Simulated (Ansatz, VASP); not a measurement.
One calculation of BaS, two programs

```xyz
2
Lattice="-0.0066 3.2052 3.2052 3.2052 -0.0066 3.2052 3.2052 3.2052 -0.0066" Properties=species:S:1:pos:R:3 pbc="T T T"
Ba    0.0000    0.0000    0.0000
S     3.2018    3.2018    3.2018
```

Change from the starting cell: shear_111 strain -0.3%.

Alike in both runs: task single point; functional r2SCAN; k mesh 8 × 8 × 8; no spin polarisation.

```csv
,VASP,Ansatz
version,VASP 6.6.1,Ansatz 0.2.0
potentials or method,"VASP PAW PBE potentials, release 64 (Ba_sv, S)","plane waves, PAW"
plane-wave cutoff (eV),520,500
occupations,"gaussian, width 0.01 eV",fixed
valence electrons in the cell,16,16
```

VASP gave:

```
gap on the k mesh at the Fermi level (eV) : 2.48
pressure (GPa)                            : 0.7
```

Estimate Ansatz's values.

gap on the k mesh at the Fermi level (eV): 2.57; pressure (GPa): 0.2.

VASP's potentials were made for PBE, not for r2SCAN.

Neither program's run includes spin-orbit coupling.
